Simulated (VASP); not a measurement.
# TiCrC3 (R3c) in VASP: single point with r2SCAN

Aim: the single point of TiCrC3 with r2SCAN.

All numbers are computed with VASP 6.6.1; they aren't measurements. Logs are shortened: lines on timing, memory, paths and dates and some standing lists are left out, and cuts for length are marked.

## Step 1: The cell of the first run

It takes space group R3c (No. 161, trigonal). The conventional cell has a = 5.092 Å, b = 5.092 Å, c = 13.402 Å, α = 90.00°, β = 90.00°, γ = 120.00°. Within 2.7 Å of Cr (site symmetry 3) lie 6 C at 2.07 to 2.23 Å. Within 2.4 Å of Ti (site symmetry 3) lie 6 C at 1.82 to 2.07 Å. Within 2.4 Å of C (site symmetry 1) lie 2 Ti at 1.82 to 2.07 Å and 2 Cr at 2.07 to 2.23 Å.

## Step 2: Single point, r2SCAN

POSCAR reads:

```
TiCrC3
1.0
    2.5459630500      4.4097344700      0.0000000000
   -2.5459630500      4.4097344700      0.0000000000
   -2.5459630500      1.4699084900      4.4674627700
Cr Ti C
2 2 6
Direct
    0.2761600000      0.4476800000      0.8284800000
    0.7761600000      0.4476800000      0.3284800000
    0.0000000000      0.0000000000      0.0000000000
    0.5000000000      0.0000000000      0.5000000000
    0.1235000000      0.1558000000      0.1902000000
    0.7207000000      0.9333000000      0.1902000000
    0.3460000000      0.5305000000      0.1902000000
    0.2207000000      0.1558000000      0.6902000000
    0.8460000000      0.9333000000      0.6902000000
    0.6235000000      0.5305000000      0.6902000000
```

INCAR.step1 reads:

```
  PREC = Accurate
  ENCUT = 660
  ISMEAR = 1
  SIGMA = 0.0179
  LREAL = F
  LASPH = T
  NELM = 120
  NBANDS = 47
  GGA = PE
  ALGO = Normal
  EDIFF = 1E-5
  LWAVE = T
  LCHARG = F
  GGA_COMPAT = F
```

INCAR.step2 reads:

```
  PREC = Accurate
  ENCUT = 660
  EDIFF = 1E-6
  ISMEAR = 1
  SIGMA = 0.0179
  LREAL = F
  LASPH = T
  NELM = 120
  ALGO = Normal
  ISIF = 2
  LWAVE = F
  LCHARG = T
  METAGGA = R2SCAN
  LMIXTAU = T
  LELF = T
  LVHAR = T
  NBANDS = 47
  ISTART = 1
  GGA_COMPAT = F
```

KPOINTS reads:

```
Automatic mesh
0
Gamma
  7 7 7
```

Potentials or basis: VASP PAW PBE potentials, release 64 (Cr_pv, Ti_sv, C).

Started as:

```bash
$ cat potpaw_PBE.64/Cr_pv/POTCAR potpaw_PBE.64/Ti_sv/POTCAR potpaw_PBE.64/C/POTCAR > POTCAR
$ cp INCAR.step1 INCAR
$ mpirun -np 1 vasp_std > vasp.out
$ cp INCAR.step2 INCAR
$ mpirun -np 1 vasp_std > vasp.out
```

OUTCAR:

```text
PREC = Accurate
   ENCUT = 660
   EDIFF = 1E-6
   ISMEAR = 1
   LREAL = F
   LASPH = T
   NELM = 120
   ISIF = 2
   METAGGA = R2SCAN
   ISTART = 1

 ion  position               nearest neighbor table
   1  0.276  0.448  0.828-   8 2.07  10 2.07   9 2.07   7 2.23   6 2.23   5 2.23   4 3.00   3 3.04
                             3 3.04   3 3.04
   2  0.776  0.448  0.328-   7 2.07   6 2.07   5 2.07   8 2.23  10 2.23   9 2.23   3 3.00   4 3.04
                             4 3.04   4 3.04
   3  0.000  0.000  0.000-   5 1.82   6 1.82   7 1.82   9 2.07   8 2.07  10 2.07   2 3.00   1 3.04
                             1 3.04   1 3.04
   4  0.500  0.000  0.500-   9 1.82  10 1.82   8 1.82   5 2.07   7 2.07   6 2.07   1 3.00   2 3.04
                             2 3.04   2 3.04
   5  0.123  0.156  0.190-   3 1.82   4 2.07   2 2.07   1 2.23
   6  0.721  0.933  0.190-   3 1.82   4 2.07   2 2.07   1 2.23
   7  0.346  0.531  0.190-   3 1.82   4 2.07   2 2.07   1 2.23
   8  0.221  0.156  0.690-   4 1.82   3 2.07   1 2.07   2 2.23
   9  0.846  0.933  0.690-   4 1.82   3 2.07   1 2.07   2 2.23
  10  0.623  0.531  0.690-   4 1.82   3 2.07   1 2.07   2 2.23

  LATTYP: Found a trigonal (rhomboedric) cell.
 ALAT       =     5.3479699347
 COS(alpha) =     0.5467307323

  Lattice vectors:

 A1 = (   2.5459630500,   1.4699084900,   4.4674627700)
 A2 = (  -2.5459630500,   1.4699084900,   4.4674627700)
 A3 = (   0.0000000000,  -2.9398259800,   4.4674627700)

Analysis of symmetry for initial positions (statically):
=====================================================================
 Subroutine PRICEL returns:
 Original cell was already a primitive cell.

 Routine SETGRP: Setting up the symmetry group for a
 trigonal (rhombohedral) supercell.

 Subroutine GETGRP returns: Found  6 space group operations
 (whereof  3 operations were pure point group operations)
 out of a pool of 12 trial point group operations.

The static configuration has the point symmetry C_3 .
 The point group associated with its full space group is C_3v.

Analysis of symmetry for dynamics (positions and initial velocities):
=====================================================================
 Subroutine PRICEL returns:
 Original cell was already a primitive cell.

 Routine SETGRP: Setting up the symmetry group for a
 trigonal (rhombohedral) supercell.

 Subroutine GETGRP returns: Found  6 space group operations
 (whereof  3 operations were pure point group operations)
 out of a pool of 12 trial point group operations.

The dynamic configuration has the point symmetry C_3 .
 The point group associated with its full space group is C_3v.

 Subroutine INISYM returns: Found  6 space group operations
 (whereof  3 operations are pure point group operations),
 and found     1 'primitive' translations

----------------------------------------------------------------------------------------

                                     Primitive cell

  volume of cell :     100.3126

  direct lattice vectors                    reciprocal lattice vectors
     2.545963050  4.409734470  0.000000000     0.196389339  0.113385512  0.074613643
    -2.545963050  4.409734470  0.000000000    -0.196389339  0.113385512 -0.149227058
    -2.545963050  1.469908490  4.467462770     0.000000000  0.000000000  0.223840701

  length of vectors
     5.091923600  5.091923600  5.347969935     0.238730481  0.271465949  0.223840701

  position of ions in fractional coordinates (direct lattice)
     0.276160000  0.447680000  0.828480000
     0.776160000  0.447680000  0.328480000
     0.000000000  0.000000000  0.000000000
     0.500000000  0.000000000  0.500000000
     0.123500000  0.155800000  0.190200000
     0.720700000  0.933300000  0.190200000
     0.346000000  0.530500000  0.190200000
     0.220700000  0.155800000  0.690200000
     0.846000000  0.933300000  0.690200000
     0.623500000  0.530500000  0.690200000

  ion indices of the primitive-cell ions
   primitive index   ion index
                 1           1
                 2           2
                 3           3
                 4           4
                 5           5
                 6           6
                 7           7
                 8           8
                 9           9
                10          10

----------------------------------------------------------------------------------------

 KPOINTS: Automatic mesh

Automatic generation of k-mesh.
 Grid dimensions read from file:
 generate k-points for:    7    7    7

 Generating k-lattice:

  Cartesian coordinates                     Fractional coordinates (reciprocal lattice)
     0.028055620  0.016197930  0.010659092     0.142857143  0.000000000  0.000000000
    -0.028055620  0.016197930 -0.021318151     0.000000000  0.142857143 -0.000000000
     0.000000000  0.000000000  0.031977243     0.000000000  0.000000000  0.142857143

  Length of vectors
     0.034104354  0.038780850  0.031977243

  Shift w.r.t. Gamma in fractional coordinates (k-lattice)
     0.000000000  0.000000000  0.000000000

 Subroutine IBZKPT returns following result:
 ===========================================

 Found     44 irreducible k-points:

 Following reciprocal coordinates:
            Coordinates               Weight
  0.000000  0.000000  0.000000      1.000000
  0.142857  0.000000 -0.000000      6.000000
  0.285714 -0.000000 -0.000000      6.000000
  0.428571  0.000000  0.000000      6.000000
  0.000000  0.142857  0.000000      6.000000
  0.285714  0.142857 -0.000000      6.000000
[... 16 lines left out ...]
  0.428571  0.285714  0.142857     12.000000
 -0.428571  0.285714  0.142857     12.000000
 [... further k-points ...]
   k-points           NKPTS =     44   k-points in BZ     NKDIM =     44   number of bands    NBANDS=     47
   number of dos      NEDOS =    301   number of ions     NIONS =     10
   total plane-waves  NPLWV = 110592
   dimension x,y,z NGX =    48 NGY =   48 NGZ =   48
   dimension x,y,z NGXF=    96 NGYF=   96 NGZF=   96
   ions per type =               2   2   6
   NGX,Y,Z   is equivalent  to a cutoff of  15.67, 15.67, 14.92 a.u.
   NGXF,Y,Z  is equivalent  to a cutoff of  31.34, 31.34, 29.84 a.u.
 SYSTEM =  unknown system
   PREC   = accura    normal or accurate (medium, high low for compatibility)
   ISTART =      1    job   : 0-new  1-cont  2-samecut
   ICHARG =      0    charge: 1-file 2-atom 10-const
   ISPIN  =      1    spin polarized calculation?
   LNONCOLLINEAR =      F non collinear calculations
   LSORBIT =      F    spin-orbit coupling
   LASPH  =      T    aspherical Exc in radial PAW
   ENCUT  =  660.0 eV  48.51 Ry    6.96 a.u.  10.67 10.67 11.20*2*pi/ulx,y,z
   NELM   =    120;   NELMIN=  2; NELMDL=  0     # of ELM steps
   EDIFF  = 0.1E-05   stopping-criterion for ELM
   LREAL  =      F    real-space projection
   EDIFFG = 0.1E-04   stopping-criterion for IOM
   NSW    =      0    number of steps for IOM
   IBRION =     -1    ionic relax: 0-MD 1-quasi-New 2-CG
   NFREE  =      0    steps in history (QN), initial steepest desc. (CG)
   ISIF   =      2    stress and relaxation
   ISYM   =      2    0-nonsym 1-usesym 2-fastsym
   POTIM  = 0.5000    time-step for ionic-motion
   TEBEG  =    0.0;   TEEND  =   0.0 temperature during run
   PSTRESS=    0.0 pullay stress
   NELECT =      72.0000    total number of electrons
   NUPDOWN=      -1.0000    fix difference up-down
   EMIN   =  10.00;   EMAX   =-10.00  energy-range for DOS
   EFERMI =   0.00;   METHOD = LEGACY
   ISMEAR =     1;   SIGMA  =   0.02  broadening in eV -4-tet -1-fermi 0-gaus
   EFERMI_NEDOS =   21; number of points for ismear=-14 and -15
   IALGO  =     38    algorithm
   IMIX   =      4    mixing-type and parameters
     AMIX     =   0.40;   BMIX     =  1.00
     AMIX_MAG =   1.60;   BMIX_MAG =  1.00
  volume/ion in A,a.u.               =      10.03        67.69
  Fermi-wavevector in a.u.,A,eV,Ry     =   1.465775  2.769912 29.232049  2.148495
  Thomas-Fermi vector in A             =   2.581591
   LORBIT       =      0    0 simple, 1 ext, 2 COOP (PROOUT), +10 PAW based schemes
   METAGGA = R2SCAN    functional components
   LHFCALC =     F    Hartree Fock is set to
   AEXX    =    0.0000 exact exchange contribution
   IVDW    =     0    specifies the selected vdW correction
   LEPSILON=     F    determine dielectric tensor
   LRPA    =     F    only Hartree local field effects (RPA)
 non-spin polarized calculation
 Methfessel and Paxton  Order N= 1 SIGMA  =   0.02
  energy-cutoff  :      660.00
  volume of cell :      100.31
 maximum number of plane-waves:      3889
 NGX is ok and might be reduce to    48
   NGX = 21   NGY = 21   NGZ = 23

 number of electron      72.0000004 magnetization

 Free energy of the ion-electron system (eV)
  ---------------------------------------------------
  ext. energy  EPLUGINS =         0.00000000
  ---------------------------------------------------
  free energy    TOTEN  =       -99.74213360 eV

  energy without entropy =      -99.74220485  energy(sigma->0) =      -99.74215735

 E-fermi :   7.6110     XC(G=0): -13.0857

 val. band max:        7.6105715490   @ k =   0.4286   0.0000   0.1429
 cond. band min:       7.6203673075   @ k =  -0.1429  -0.2857   0.1429
 fundamental gap:      0.0097957585
 Fermi energy:         7.6109733481

 k-point     1 :       0.0000    0.0000    0.0000
  band No.  band energies     occupation
      1     -50.2036      2.00000
      2     -50.1960      2.00000
      3     -37.5640      2.00000
      4     -37.5640      2.00000
      5     -37.5552      2.00000
      6     -37.5552      2.00000
[... 39 lines left out ...]
     46      10.4313      0.00000
     47      10.4437      0.00000

 k-point     2 :       0.1429    0.0000   -0.0000
  band No.  band energies     occupation
      1     -50.2033      2.00000
      2     -50.1964      2.00000
      3     -37.5636      2.00000
      4     -37.5636      2.00000
      5     -37.5556      2.00000
      6     -37.5555      2.00000
[... 39 lines left out ...]
     46      10.4422      0.00000
     47      10.6898      0.00000

 k-point     3 :       0.2857   -0.0000   -0.0000
  band No.  band energies     occupation
      1     -50.2022      2.00000
      2     -50.1975      2.00000
      3     -37.5624      2.00000
      4     -37.5624      2.00000
      5     -37.5569      2.00000
      6     -37.5567      2.00000
[... 39 lines left out ...]
     46      10.3976      0.00000
     47      10.6221      0.00000

 k-point     4 :       0.4286    0.0000    0.0000
  band No.  band energies     occupation
      1     -50.2007      2.00000
      2     -50.1990      2.00000
      3     -37.5607      2.00000
      4     -37.5606      2.00000
      5     -37.5587      2.00000
      6     -37.5585      2.00000
[... 939 lines left out ...]
     46      10.4031      0.00000
     47      10.6442      0.00000

 k-point    23 :       0.4286    0.2857    0.1429
  band No.  band energies     occupation
      1     -50.2016      2.00000
      2     -50.1981      2.00000
      3     -37.5639      2.00000
      4     -37.5598      2.00000
      5     -37.5595      2.00000
      6     -37.5555      2.00000
[... 39 lines left out ...]
     46      10.3798      0.00000
     47      10.4725      0.00000

 k-point    24 :      -0.4286    0.2857    0.1429
  band No.  band energies     occupation
      1     -50.2005      2.00000
      2     -50.1992      2.00000
      3     -37.5630      2.00000
      4     -37.5614      2.00000
      5     -37.5581      2.00000
      6     -37.5565      2.00000
[... 39 lines left out ...]
     46      10.2793      0.00000
     47      10.4079      0.00000

 [... further k-points ...]

------------------------ aborting loop because EDIFF is reached ----------------------------------------

  FORCE on cell =-STRESS in cart. coord.  units (eV):
  Direction    XX          YY          ZZ          XY          YZ          ZX
  --------------------------------------------------------------------------------------
  -------------------------------------------------------------------------------------
  Total       12.1750324     12.1750165      9.6897901     -0.0000000     -0.0000065     -0.0000000
  in kB      194.4577405    194.4574859    154.7638336     -0.0000000     -0.0001039     -0.0000000
  external PRESSURE =     181.2263533 kB  Pullay stress =       0.0000000 kB

 VOLUME and BASIS-vectors are now :
 -----------------------------------------------------------------------------
  energy-cutoff  :      660.00
  volume of cell :      100.31
      direct lattice vectors                 reciprocal lattice vectors
     2.545963050  4.409734470  0.000000000     0.196389339  0.113385512  0.074613643
    -2.545963050  4.409734470  0.000000000    -0.196389339  0.113385512 -0.149227058
    -2.545963050  1.469908490  4.467462770     0.000000000  0.000000000  0.223840701

 POSITION                                       TOTAL-FORCE (eV/Angst)
 -----------------------------------------------------------------------------------
     -2.54596      4.40973      3.70120         0.000000     -0.000001      0.921484
     -0.00000      5.87964      1.46747         0.000000     -0.000001      0.921484
      0.00000      0.00000      0.00000         0.000000      0.000003     -4.898908
      0.00000      2.93982      2.23373         0.000000      0.000003     -4.898908
     -0.56648      1.51122      0.84971        -3.162945      3.364329      1.325808
     -1.02551      7.57328      0.84971        -1.332125     -4.421355      1.325808
     -0.95397      4.14471      0.84971         4.495070      1.057023      1.325808
     -1.59199      2.67480      3.08344        -4.495070      1.057023      1.325808
     -1.97949      8.86077      3.08344         3.162945      3.364329      1.325808
     -1.52045      6.10336      3.08344         1.332125     -4.421355      1.325808
 -----------------------------------------------------------------------------------
    total drift:                               -0.000000      0.000015      0.008459

  FREE ENERGIE OF THE ION-ELECTRON SYSTEM (eV)
  ---------------------------------------------------
  free  energy   TOTEN  =       -99.7421335989 eV

  energy  without entropy=      -99.7422048486  energy(sigma->0) =      -99.74215735
```

Run time: 66 min. Hardware: 1 thread of Intel Xeon 8259CL, shared host; peak memory 0.53 GiB.

What came out:

- Free energy: -99.7421 eV
- Pressure: 18.1 GPa
- Largest force: 4.899 eV/Å
- Band gap on the k mesh: zero (bands 36 and 37 overlap by 0.45 eV)

Forces in eV/Å, atoms in the order of the input:
```
Cr   0.000  0.000  0.921
Cr   0.000  0.000  0.921
Ti   0.000  0.000 -4.899
Ti   0.000  0.000 -4.899
C   -3.163  3.364  1.326
C   -1.332 -4.421  1.326
C    4.495  1.057  1.326
C   -4.495  1.057  1.326
C    3.163  3.364  1.326
C    1.332 -4.421  1.326
```

Levels at points of the mesh, in eV from the Fermi level:
| k point | band 34 | band 35 | band 36 | band 37 | band 38 | band 39 |
| --- | --- | --- | --- | --- | --- | --- |
| (0.00, 0.00, 0.00) | -1.38 | -0.28 | 0.08 | 0.08 | 0.53 | 0.53 |

Caveat: the cell stands under pressure; the PAW data sets were made with another functional, which shifts forces and pressure a little; the run has no spin polarisation, though such a crystal can be magnetic. Spin polarisation is off, so any magnetic state and its effect on volume and gap are missing.
